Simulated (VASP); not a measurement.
# GaN (F-43m) in VASP: settings compared, part 2 of 2

VASP 6.6.1. The steps go on from the part before.

**3. Single point, PBEsol**

This run uses another cell than the first one, of 11.38 Å³/atom, 1.029 times its volume.

File INCAR:

```
SYSTEM = GaN
PREC = Accurate ; ENCUT = 520
EDIFF = 1E-6 ; ISMEAR = -1
SIGMA = 0.05 ; LREAL = .FALSE.
LASPH = .TRUE. ; NELM = 100
ALGO = Normal ; ISIF = 2
LWAVE = .FALSE. ; LCHARG = .TRUE.
GGA = PS ; LELF = .TRUE.
LVHAR = .TRUE. ; NBANDS = 16
```

File KPOINTS:

```
regular mesh
0
G
  10 10 10
  0 0 0
```

File POSCAR:

```
GaN
1.0
    0.0000000000      2.2491150664      2.2491150664
    2.2491150664      0.0000000000      2.2491150664
    2.2491150664      2.2491150664      0.0000000000
Ga N
1 1
Direct
    0.0000000000      0.0000000000      0.0000000000
    0.2500000000      0.2500000000      0.2500000000
```

Potentials or basis: VASP PAW PBE potentials, release 64 (Ga_d, N).

On the command line:

```console
$ cat potpaw_PBE.64/Ga_d/POTCAR potpaw_PBE.64/N/POTCAR > POTCAR
$ mpirun -np 1 vasp_std > vasp.out
```

OUTCAR:

```text
SYSTEM = GaN
   PREC = Accurate
   ENCUT = 520
   EDIFF = 1E-6
   ISMEAR = -1
   LREAL = .FALSE.
   LASPH = .TRUE.
   NELM = 100
   ISIF = 2
   GGA = PS

 ion  position               nearest neighbor table
   1  0.000  0.000  0.000-   2 1.95   2 1.95   2 1.95   2 1.95
   2  0.250  0.250  0.250-   1 1.95   1 1.95   1 1.95   1 1.95

  LATTYP: Found a face centered cubic cell.
 ALAT       =     4.4982301328

  Lattice vectors:

 A1 = (   0.0000000000,   2.2491150664,   2.2491150664)
 A2 = (   2.2491150664,   0.0000000000,   2.2491150664)
 A3 = (   2.2491150664,   2.2491150664,   0.0000000000)

Analysis of symmetry for initial positions (statically):
=====================================================================
 Subroutine PRICEL returns:
 Original cell was already a primitive cell.

 Routine SETGRP: Setting up the symmetry group for a
 face centered cubic supercell.

 Subroutine GETGRP returns: Found 24 space group operations
 (whereof 24 operations were pure point group operations)
 out of a pool of 48 trial point group operations.
[... 155 lines left out ...]
  ---------------------------------------------------
  ext. energy  EPLUGINS =         0.00000000
  ---------------------------------------------------
  free energy    TOTEN  =       -13.12251788 eV

  energy without entropy =      -13.12251788  energy(sigma->0) =      -13.12251788

 E-fermi :   6.1201     XC(G=0): -11.9334

 val. band max:        5.2131764241   @ k =   0.0000   0.0000   0.0000
 cond. band min:       6.9335473498   @ k =   0.0000   0.0000   0.0000
 fundamental gap:      1.7203709257
 Fermi energy:         6.1200759527

 k-point     1 :       0.0000    0.0000    0.0000
  band No.  band energies     occupation
      1     -10.7692      2.00000
      2      -8.1951      2.00000
      3      -8.1951      2.00000
      4      -8.1951      2.00000
      5      -7.8640      2.00000
      6      -7.8640      2.00000
[... 433 lines left out ...]
      3      -7.9641      2.00000
      4      -7.9633      2.00000
      5      -7.8017      2.00000
      6      -6.9562      2.00000
[... 8 lines left out ...]
     15      27.5013      0.00000
     16      27.6098      0.00000

 [... further k-points ...]
[... 5 lines left out ...]
  --------------------------------------------------------------------------------------
  -------------------------------------------------------------------------------------
  Total       -0.0322462     -0.0322462     -0.0322462     -0.0000000     -0.0000000      0.0000000
  in kB       -2.2705101     -2.2705101     -2.2705101     -0.0000000     -0.0000000      0.0000000
  external PRESSURE =      -2.2705101 kB  Pullay stress =       0.0000000 kB

 VOLUME and BASIS-vectors are now :
 -----------------------------------------------------------------------------
  energy-cutoff  :      520.00
  volume of cell :       22.75
      direct lattice vectors                 reciprocal lattice vectors
     0.000000000  2.249115066  2.249115066    -0.222309657  0.222309657  0.222309657
     2.249115066  0.000000000  2.249115066     0.222309657 -0.222309657  0.222309657
     2.249115066  2.249115066  0.000000000     0.222309657  0.222309657 -0.222309657

 POSITION                                       TOTAL-FORCE (eV/Angst)
 -----------------------------------------------------------------------------------
      0.00000      0.00000      0.00000        -0.000000     -0.000000     -0.000000
      1.12456      1.12456      1.12456         0.000000      0.000000      0.000000
 -----------------------------------------------------------------------------------
    total drift:                                0.000001      0.000001      0.000001

  FREE ENERGIE OF THE ION-ELECTRON SYSTEM (eV)
  ---------------------------------------------------
  free  energy   TOTEN  =       -13.1225178838 eV

  energy  without entropy=      -13.1225178835  energy(sigma->0) =      -13.12251788
```

OSZICAR:

```text
N       E                     dE             d eps       ncg     rms          rms(c)
DAV:   1     0.825131456700E+02    0.82513E+02   -0.92493E+03  1632   0.204E+03
DAV:   2    -0.885814690220E+01   -0.91371E+02   -0.85528E+02  1704   0.335E+02
DAV:   3    -0.148686663832E+02   -0.60105E+01   -0.59851E+01  1752   0.715E+01
DAV:   4    -0.149382132537E+02   -0.69547E-01   -0.69537E-01  1912   0.827E+00
DAV:   5    -0.149390606375E+02   -0.84738E-03   -0.84738E-03  1800   0.830E-01    0.722E+00
DAV:   6    -0.131535602893E+02    0.17855E+01   -0.42450E+00  2272   0.394E+01    0.265E+00
DAV:   7    -0.131423802316E+02    0.11180E-01   -0.27060E-01  1608   0.573E+00    0.171E+00
DAV:   8    -0.131258390871E+02    0.16541E-01   -0.52720E-02  1936   0.258E+00    0.709E-01
DAV:   9    -0.131224218643E+02    0.34172E-02   -0.11581E-02  2200   0.227E+00    0.177E-01
DAV:  10    -0.131225593665E+02   -0.13750E-03   -0.11830E-03  1800   0.456E-01    0.925E-02
DAV:  11    -0.131225161180E+02    0.43248E-04   -0.13570E-04  2304   0.182E-01    0.463E-03
DAV:  12    -0.131225179398E+02   -0.18218E-05   -0.13178E-05  1680   0.382E-02    0.330E-03
DAV:  13    -0.131225178838E+02    0.56017E-07   -0.29885E-07  1128   0.104E-02
   1 F= -.13122518E+02 E0= -.13122518E+02  d E =-.303855E-09
```

Wall time 9.7 s (1 thread of Intel Xeon Platinum 8488C (Sapphire Rapids), shared host); peak memory 0.14 GiB.

What came out:

```
Free energy            : -13.1225 eV
Pressure               : -0.2 GPa
Band gap on the k mesh : 1.72 eV, direct
```

Caveat: the PAW data sets were made with another functional, which shifts forces and pressure a little.

**4. Relaxation of cell and atoms, LDA**

This run uses another cell than the first one, of 11.44 Å³/atom, 1.035 times its volume.

File INCAR:

```
SYSTEM = GaN
PREC = Accurate
ENCUT = 600
EDIFF = 1E-7
ISMEAR = -1
SIGMA = 0.05
LREAL = .False.
LASPH = .True.
NELM = 80
ALGO = Normal
ISIF = 3
LWAVE = .False.
LCHARG = .False.
GGA = CA
IBRION = 2
NSW = 60
EDIFFG = -0.01
```

File KPOINTS:

```
regular mesh
0
Gamma
  10 10 10
  0 0 0
```

File POSCAR:

```
GaN
1.0
    0.0000000000      2.2535006075      2.2535006075
    2.2535006075      0.0000000000      2.2535006075
    2.2535006075      2.2535006075      0.0000000000
Ga N
1 1
Direct
    0.0000000000      0.0000000000      0.0000000000
    0.2500000000      0.2500000000      0.2500000000
```

Potentials or basis: VASP PAW LDA potentials, release 64 (Ga_d, N).

On the command line:

```console
$ cat potpaw_LDA.64/Ga_d/POTCAR potpaw_LDA.64/N/POTCAR > POTCAR
$ mpirun -np 1 vasp_std > vasp.out
```

Run time: 27 s. Hardware: 1 thread of Intel Xeon Platinum 8488C (Sapphire Rapids), shared host; peak memory 0.15 GiB.

The run converged. Its results:

```yaml
Free_energy: -13.9454 eV
Relaxed_volume: 11.11 Å³/atom
Relaxed_cell: a = 3.156 Å, b = 3.156 Å, c = 3.156 Å, α = 60.00°, β = 60.00°, γ = 60.00°
Space_group_after_relaxing_to_0.05_Å: F-43m (No. 216)
Energy_gained_by_relaxing: 6.0 meV/atom
Ionic_steps: 3
Pressure_after_relaxing: 0.0 GPa
Band_gap_on_the_k_mesh: 1.94 eV, direct
```

Step by step:
```
step  energy change (eV)  largest force (eV/Å)  pressure (GPa)  volume (Å³)
   1              0.0000                0.0000           -5.61        22.89
   2             -0.0002                0.0000            6.13        21.59
   3             -0.0120                0.0000           -0.03        22.22
```

Final structure:
```
Ga N
1.0
     0.00000    2.23143    2.23143
     2.23143    0.00000    2.23143
     2.23143    2.23143    0.00000
Ga N
1 1
Direct
  0.00000 0.00000 0.00000
  0.25000 0.25000 0.25000
```

Levels at points of the mesh, in eV from the valence-band top:
```tsv
k point	band 5	band 6	band 7	band 8	band 9	band 10	band 11	band 12	band 13
(0.00, 0.00, 0.00)	-13.24	-13.24	0.00	0.00	0.00	1.94	10.29	10.29	10.29
(0.50, 0.00, 0.00)	-13.18	-11.86	-7.32	-1.02	-1.02	4.75	8.74	10.36	10.36
(0.50, 0.50, 0.00)	-13.15	-11.38	-6.33	-2.84	-2.84	3.26	6.66	11.71	14.07
```

**5. Overview**

| task | level | potentials or basis | cell | cutoff (eV) | gap on the mesh (eV) | pressure (GPa) |
| --- | --- | --- | --- | --- | --- | --- |
| single point | LDA | VASP PAW LDA potentials, release 64 (Ga_d, N) | a = 3.150 Å, angles 60.0°, 2 atoms | 520 | 1.97 | 1.1 |
| single point | PBEsol | VASP PAW PBE potentials, release 64 (Ga_d, N) | a = 3.181 Å, angles 60.0°, 2 atoms | 520 | 1.72 | -0.2 |
| relaxation of cell and atoms | LDA | VASP PAW LDA potentials, release 64 (Ga_d, N) | relaxed from a = 3.187 Å, angles 60.0°, 2 atoms | 600 | 1.94 | 0.0 |

Alike in all rows: no spin polarisation; k mesh 10 × 10 × 10; smearing fermi-dirac 0.05 eV.

Caveats: the PAW data sets were made with another functional, which shifts forces and pressure a little (some runs).

Total energies depend on the potentials used, so only differences within one code and one set of settings carry meaning.
